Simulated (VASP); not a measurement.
# Ge (Imma) in VASP: settings compared

The runs below take Ge through single point, with r2SCAN, PBEsol.

Everything below comes from runs of VASP 6.6.1. Logs are shortened: lines on timing, memory, paths and dates and some standing lists are left out, and cuts for length are marked.

## Step 1: The cell of the first run

The structure is orthorhombic, space group Imma (No. 74). Conventional cell: a = 5.090 Å, b = 5.406 Å, c = 2.930 Å, α = 90.00°, β = 90.00°, γ = 90.00°. Ge (site symmetry mm2) has 8 Ge at 2.73 to 3.14 Å within 3.6 Å.

## Step 2: Single point, r2SCAN

POSCAR

```
Ge
1.0
   -2.5448496043      2.7028539053      1.4651295863
    2.5448496043     -2.7028539053      1.4651295863
    2.5448496043      2.7028539053     -1.4651295863
Ge
2
Direct
    0.3140570000      0.0640570000      0.2500000000
    0.6859430000      0.9359430000      0.7500000000
```

INCAR.step1

```
SYSTEM = Ge
PREC = Accurate
ENCUT = 520
ISMEAR = -1
SIGMA = 0.05
LREAL = .FALSE.
LASPH = .TRUE.
NELM = 80
NBANDS = 21
GGA = PE
ALGO = Normal
EDIFF = 1E-4
LWAVE = .TRUE.
LCHARG = .FALSE.
```

INCAR.step2

```
SYSTEM = Ge
PREC = Accurate
ENCUT = 520
EDIFF = 1E-7
ISMEAR = -1
SIGMA = 0.05
LREAL = .FALSE.
LASPH = .TRUE.
NELM = 80
ALGO = Normal
ISIF = 2
LWAVE = .FALSE.
LCHARG = .FALSE.
METAGGA = R2SCAN
LMIXTAU = .TRUE.
NBANDS = 21
ISTART = 1
```

KPOINTS

```
regular mesh
0
G
  11 11 11
  0 0 0
```

Potentials or basis: VASP PAW PBE potentials, release 64 (Ge_d).

Started as:

```
> cat potpaw_PBE.64/Ge_d/POTCAR > POTCAR
> cp INCAR.step1 INCAR
> mpirun -np 1 vasp_std > vasp.out
> cp INCAR.step2 INCAR
> mpirun -np 1 vasp_std > vasp.out
```

OUTCAR:

```text
SYSTEM = Ge
   PREC = Accurate
   ENCUT = 520
   EDIFF = 1E-7
   ISMEAR = -1
   LREAL = .FALSE.
   LASPH = .TRUE.
   NELM = 80
   ISIF = 2
   METAGGA = R2SCAN
   ISTART = 1

 ion  position               nearest neighbor table
   1  0.314  0.064  0.250-   2 2.73   2 2.73   2 2.77   2 2.77
   2  0.686  0.936  0.750-   1 2.73   1 2.73   1 2.77   1 2.77

  LATTYP: Found a body centered orthorhombic cell.
 ALAT       =     2.9302591726
 B/A-ratio  =     1.7369450649
 C/A-ratio  =     1.8447882908

  Lattice vectors:

 A1 = (   2.5448496043,  -2.7028539053,   1.4651295863)
 A2 = (  -2.5448496043,  -2.7028539053,  -1.4651295863)
 A3 = (   2.5448496043,   2.7028539053,  -1.4651295863)

Analysis of symmetry for initial positions (statically):
=====================================================================
 Subroutine PRICEL returns:
 Original cell was already a primitive cell.

 Routine SETGRP: Setting up the symmetry group for a
 body centered orthorhombic supercell.

 Subroutine GETGRP returns: Found  8 space group operations
 (whereof  4 operations were pure point group operations)
 out of a pool of  8 trial point group operations.

The static configuration has the point symmetry C_2h.
 The point group associated with its full space group is D_2h.

Analysis of symmetry for dynamics (positions and initial velocities):
=====================================================================
 Subroutine PRICEL returns:
 Original cell was already a primitive cell.

 Routine SETGRP: Setting up the symmetry group for a
 body centered orthorhombic supercell.

 Subroutine GETGRP returns: Found  8 space group operations
 (whereof  4 operations were pure point group operations)
 out of a pool of  8 trial point group operations.

The dynamic configuration has the point symmetry C_2h.
 The point group associated with its full space group is D_2h.

 Subroutine INISYM returns: Found  8 space group operations
 (whereof  4 operations are pure point group operations),
 and found     1 'primitive' translations

----------------------------------------------------------------------------------------

                                     Primitive cell

  volume of cell :      40.3107

[... 80 lines left out ...]
   ISTART =      1    job   : 0-new  1-cont  2-samecut
   ICHARG =      0    charge: 1-file 2-atom 10-const
   ISPIN  =      1    spin polarized calculation?
   LNONCOLLINEAR =      F non collinear calculations
   LSORBIT =      F    spin-orbit coupling
   LASPH  =      T    aspherical Exc in radial PAW
   ENCUT  =  520.0 eV  38.22 Ry    6.18 a.u.   7.42  7.42  7.42*2*pi/ulx,y,z
   NELM   =     80;   NELMIN=  2; NELMDL=  0     # of ELM steps
   EDIFF  = 0.1E-06   stopping-criterion for ELM
   LREAL  =      F    real-space projection
   EDIFFG = 0.1E-05   stopping-criterion for IOM
   NSW    =      0    number of steps for IOM
   IBRION =     -1    ionic relax: 0-MD 1-quasi-New 2-CG
   NFREE  =      0    steps in history (QN), initial steepest desc. (CG)
   ISIF   =      2    stress and relaxation
   ISYM   =      2    0-nonsym 1-usesym 2-fastsym
   POTIM  = 0.5000    time-step for ionic-motion
   TEBEG  =    0.0;   TEEND  =   0.0 temperature during run
   PSTRESS=    0.0 pullay stress
   NELECT =      28.0000    total number of electrons
   NUPDOWN=      -1.0000    fix difference up-down
   EMIN   =  10.00;   EMAX   =-10.00  energy-range for DOS
   EFERMI =   0.00;   METHOD = LEGACY
   ISMEAR =    -1;   SIGMA  =   0.05  broadening in eV -4-tet -1-fermi 0-gaus
   EFERMI_NEDOS =   21; number of points for ismear=-14 and -15
   IALGO  =     38    algorithm
   IMIX   =      4    mixing-type and parameters
     AMIX     =   0.40;   BMIX     =  1.00
     AMIX_MAG =   1.60;   BMIX_MAG =  1.00
  volume/ion in A,a.u.               =      20.16       136.02
  Fermi-wavevector in a.u.,A,eV,Ry     =   1.449842  2.739804 28.600005  2.102041
  Thomas-Fermi vector in A             =   2.567522
   LORBIT       =      0    0 simple, 1 ext, 2 COOP (PROOUT), +10 PAW based schemes
   METAGGA = R2SCAN    functional components
   LHFCALC =     F    Hartree Fock is set to
   AEXX    =    0.0000 exact exchange contribution
   IVDW    =     0    specifies the selected vdW correction
   LEPSILON=     F    determine dielectric tensor
   LRPA    =     F    only Hartree local field effects (RPA)
 non-spin polarized calculation
  energy-cutoff  :      520.00
  volume of cell :       40.31
 maximum number of plane-waves:      1110
 NGX is ok and might be reduce to    30
   NGX = 15   NGY = 15   NGZ = 15

 number of electron      28.0000012 magnetization

 Free energy of the ion-electron system (eV)
  ---------------------------------------------------
  ext. energy  EPLUGINS =         0.00000000
  ---------------------------------------------------
  free energy    TOTEN  =       -26.95715832 eV

  energy without entropy =      -26.95058767  energy(sigma->0) =      -26.95387299

 E-fermi :   5.8097     XC(G=0): -11.9095

 val. band max:        5.8085202518   @ k =  -0.2727   0.3636   0.1818
 cond. band min:       5.8131525352   @ k =  -0.4545  -0.3636   0.3636
 fundamental gap:      0.0046322833
 Fermi energy:         5.8096536691

 k-point     1 :       0.0000    0.0000    0.0000
  band No.  band energies     occupation
      1     -19.6473      2.00000
      2     -19.5816      2.00000
      3     -19.5797      2.00000
      4     -19.5689      2.00000
      5     -19.5464      2.00000
      6     -19.5108      2.00000
[... 565 lines left out ...]
     20      17.0932      0.00000
     21      17.2383      0.00000

 [... further k-points ...]

------------------------ aborting loop because EDIFF is reached ----------------------------------------

  FORCE on cell =-STRESS in cart. coord.  units (eV):
  Direction    XX          YY          ZZ          XY          YZ          ZX
  --------------------------------------------------------------------------------------
  -------------------------------------------------------------------------------------
  Total       -1.0214943     -1.5123962     -1.2671560      0.0000000      0.0000000      0.0000000
  in kB      -40.5999804    -60.1112041    -50.3639673      0.0000000      0.0000000      0.0000000
  external PRESSURE =     -50.3583839 kB  Pullay stress =       0.0000000 kB

 VOLUME and BASIS-vectors are now :
 -----------------------------------------------------------------------------
  energy-cutoff  :      520.00
  volume of cell :       40.31
      direct lattice vectors                 reciprocal lattice vectors
    -2.544849604  2.702853905  1.465129586     0.000000000  0.184989651  0.341266742
     2.544849604 -2.702853905  1.465129586     0.196475265  0.000000000  0.341266742
     2.544849604  2.702853905 -1.465129586     0.196475265  0.184989651  0.000000000

 POSITION                                       TOTAL-FORCE (eV/Angst)
 -----------------------------------------------------------------------------------
      0.00000      1.35143      0.18770         0.000000      0.000000      0.104819
      2.54485      1.35143      1.27743        -0.000000     -0.000000     -0.104819
 -----------------------------------------------------------------------------------
    total drift:                               -0.000000     -0.000000      0.000000

  FREE ENERGIE OF THE ION-ELECTRON SYSTEM (eV)
  ---------------------------------------------------
  free  energy   TOTEN  =       -26.9571583159 eV

  energy  without entropy=      -26.9505876687  energy(sigma->0) =      -26.95387299
```

OUTCAR.step1:

```text
SYSTEM = Ge
   PREC = Accurate
   ENCUT = 520
   ISMEAR = -1
   LREAL = .FALSE.
   LASPH = .TRUE.
[... 801 lines left out ...]
      0.00000      1.35143      0.18770        -0.000000      0.000000      0.059017
      2.54485      1.35143      1.27743         0.000000     -0.000000     -0.059017
 -----------------------------------------------------------------------------------
    total drift:                               -0.000000     -0.000000      0.000000

  FREE ENERGIE OF THE ION-ELECTRON SYSTEM (eV)
  ---------------------------------------------------
  free  energy   TOTEN  =        -8.5506590084 eV

  energy  without entropy=       -8.5433338100  energy(sigma->0) =       -8.54699641
```

OSZICAR.step1:

```text
N       E                     dE             d eps       ncg     rms          rms(c)
DAV:   1     0.176734036310E+03    0.17673E+03   -0.14283E+04 10314   0.372E+03
DAV:   2     0.158638883596E+02   -0.16087E+03   -0.15622E+03  9137   0.592E+02
DAV:   3    -0.784647342335E+01   -0.23710E+02   -0.23520E+02 10418   0.134E+02
DAV:   4    -0.855380163895E+01   -0.70733E+00   -0.70689E+00 10192   0.266E+01
DAV:   5    -0.856473329848E+01   -0.10932E-01   -0.10931E-01 10379   0.369E+00    0.180E+00
DAV:   6    -0.855414919210E+01    0.10584E-01   -0.18619E-02 12294   0.220E+00    0.102E+00
DAV:   7    -0.855074577725E+01    0.34034E-02   -0.13251E-02 12395   0.166E+00    0.106E-01
DAV:   8    -0.855065407626E+01    0.91701E-04   -0.19906E-03 11349   0.766E-01    0.364E-02
DAV:   9    -0.855065900838E+01   -0.49321E-05   -0.46891E-05  6979   0.983E-02
   1 F= -.85506590E+01 E0= -.85469964E+01  d E =-.732520E-02
```

Wall time 10 min (1 thread of Intel Xeon 6975P-C, shared host); peak memory 0.27 GiB.

What came out:

* Free energy: -26.9572 eV
* Pressure: -5.0 GPa
* Largest force: 0.105 eV/Å
* Band gap on the k mesh: zero (band 14 reaches 7.78 eV, above the bottom of band 15 at 2.77 eV)

Forces in eV/Å, atoms in the order of the input:
```
Ge   0.000  0.000  0.105
Ge   0.000  0.000 -0.105
```

Caveat: the PAW data sets were made with another functional, which shifts forces and pressure a little.

## Step 3: Single point, PBEsol

This run uses another cell than the first one, of 19.01 Å³/atom, 0.943 times its volume.

INCAR

```
PREC = Accurate
ENCUT = 500
EDIFF = 1E-6
ISMEAR = -1
SIGMA = 0.03
LREAL = F
LASPH = T
NELM = 120
ALGO = Normal
ISIF = 2
LWAVE = F
LCHARG = F
GGA = PS
NBANDS = 21
GGA_COMPAT = F
```

KPOINTS

```
Automatic mesh
0
Gamma
  7 7 7
```

POSCAR

```
Ge
1.0
   -2.4958980000      2.6508630000      1.4369470000
    2.4958980000     -2.6508630000      1.4369470000
    2.4958980000      2.6508630000     -1.4369470000
Ge
2
Direct
    0.3140570000      0.0640570000      0.2500000000
    0.6859430000      0.9359430000      0.7500000000
```

Potentials or basis: VASP PAW PBE potentials, release 64 (Ge_d).

Started as:

```
> cat potpaw_PBE.64/Ge_d/POTCAR > POTCAR
> mpirun -np 1 vasp_std > vasp.out
```

OUTCAR:

```text
PREC = Accurate
   ENCUT = 500
   EDIFF = 1E-6
   ISMEAR = -1
   LREAL = F
   LASPH = T
   NELM = 120
   ISIF = 2
   GGA = PS

 ion  position               nearest neighbor table
   1  0.314  0.064  0.250-   2 2.68   2 2.68   2 2.72   2 2.72
   2  0.686  0.936  0.750-   1 2.68   1 2.68   1 2.72   1 2.72

  LATTYP: Found a body centered orthorhombic cell.
 ALAT       =     2.8738940000
 B/A-ratio  =     1.7369450648
 C/A-ratio  =     1.8447882907

  Lattice vectors:

 A1 = (   2.4958980000,  -2.6508630000,   1.4369470000)
 A2 = (  -2.4958980000,  -2.6508630000,  -1.4369470000)
 A3 = (   2.4958980000,   2.6508630000,  -1.4369470000)

Analysis of symmetry for initial positions (statically):
=====================================================================
 Subroutine PRICEL returns:
 Original cell was already a primitive cell.

 Routine SETGRP: Setting up the symmetry group for a
 body centered orthorhombic supercell.

 Subroutine GETGRP returns: Found  8 space group operations
[... 161 lines left out ...]
  ext. energy  EPLUGINS =         0.00000000
  ---------------------------------------------------
  free energy    TOTEN  =        -9.54643311 eV

  energy without entropy =       -9.54324007  energy(sigma->0) =       -9.54483659

 E-fermi :   6.2822     XC(G=0): -11.3417

 val. band max:        6.2793153709   @ k =  -0.1429  -0.4286   0.1429
 cond. band min:       6.3301281928   @ k =  -0.4286   0.4286   0.0000
 fundamental gap:      0.0508128218
 Fermi energy:         6.2821670714

 k-point     1 :       0.0000    0.0000    0.0000
  band No.  band energies     occupation
      1     -18.2953      2.00000
      2     -18.2162      2.00000
      3     -18.2139      2.00000
      4     -18.2127      2.00000
      5     -18.1774      2.00000
      6     -18.1416      2.00000
[... 565 lines left out ...]
     20      18.7375      0.00000
     21      19.7493      0.00000

 [... further k-points ...]

------------------------ aborting loop because EDIFF is reached ----------------------------------------

  FORCE on cell =-STRESS in cart. coord.  units (eV):
  Direction    XX          YY          ZZ          XY          YZ          ZX
  --------------------------------------------------------------------------------------
  -------------------------------------------------------------------------------------
  Total       -0.2958393     -1.3167512     -0.7084038      0.0000000      0.0000000      0.0000000
  in kB      -12.4638335    -55.4752733    -29.8453443      0.0000000      0.0000000      0.0000000
  external PRESSURE =     -32.5948170 kB  Pullay stress =       0.0000000 kB

 VOLUME and BASIS-vectors are now :
 -----------------------------------------------------------------------------
  energy-cutoff  :      500.00
  volume of cell :       38.03
      direct lattice vectors                 reciprocal lattice vectors
    -2.495898000  2.650863000  1.436947000     0.000000000  0.188617820  0.347959946
     2.495898000 -2.650863000  1.436947000     0.200328699  0.000000000  0.347959946
     2.495898000  2.650863000 -1.436947000     0.200328699  0.188617820  0.000000000

 POSITION                                       TOTAL-FORCE (eV/Angst)
 -----------------------------------------------------------------------------------
      0.00000      1.32543      0.18409         0.000000      0.000000      0.078808
      2.49590      1.32543      1.25285        -0.000000     -0.000000     -0.078808
 -----------------------------------------------------------------------------------
    total drift:                               -0.000000     -0.000000      0.000000

  FREE ENERGIE OF THE ION-ELECTRON SYSTEM (eV)
  ---------------------------------------------------
  free  energy   TOTEN  =        -9.5464331131 eV

  energy  without entropy=       -9.5432400669  energy(sigma->0) =       -9.54483659
```

OSZICAR:

```text
N       E                     dE             d eps       ncg     rms          rms(c)
DAV:   1     0.174005405535E+03    0.17401E+03   -0.13854E+04  3072   0.371E+03
DAV:   2     0.146359183239E+02   -0.15937E+03   -0.15456E+03  2713   0.594E+02
DAV:   3    -0.889661955462E+01   -0.23533E+02   -0.23354E+02  3113   0.133E+02
DAV:   4    -0.957989302566E+01   -0.68327E+00   -0.68268E+00  2988   0.262E+01
DAV:   5    -0.959005389459E+01   -0.10161E-01   -0.10161E-01  3058   0.354E+00    0.205E+00
DAV:   6    -0.955835373501E+01    0.31700E-01   -0.34679E-02  3652   0.323E+00    0.111E+00
DAV:   7    -0.954694422923E+01    0.11410E-01   -0.18561E-02  3660   0.206E+00    0.137E-01
DAV:   8    -0.954642971837E+01    0.51451E-03   -0.24376E-03  3278   0.887E-01    0.424E-02
DAV:   9    -0.954643269578E+01   -0.29774E-05   -0.60926E-05  3331   0.968E-02    0.111E-02
DAV:  10    -0.954643311313E+01   -0.41734E-06   -0.31640E-06  2825   0.208E-02
   1 F= -.95464331E+01 E0= -.95448366E+01  d E =-.319305E-02
```

Wall time 25 s (1 thread of Intel Xeon 6975P-C (Granite Rapids), shared host); peak memory 0.18 GiB.

What came out:

| Property | Result |
| --- | --- |
| Free energy | -9.5464 eV |
| Pressure | -3.3 GPa |
| Largest force | 0.079 eV/Å |
| Band gap on the k mesh | zero (band 14 reaches 8.36 eV, above the bottom of band 15 at 3.88 eV) |

Forces on the atoms (eV/Å):
```
Ge   0.000  0.000  0.079
Ge   0.000  0.000 -0.079
```

Caveat: the k points lie up to 0.36 Å⁻¹ apart; the PAW data sets were made with another functional, which shifts forces and pressure a little.
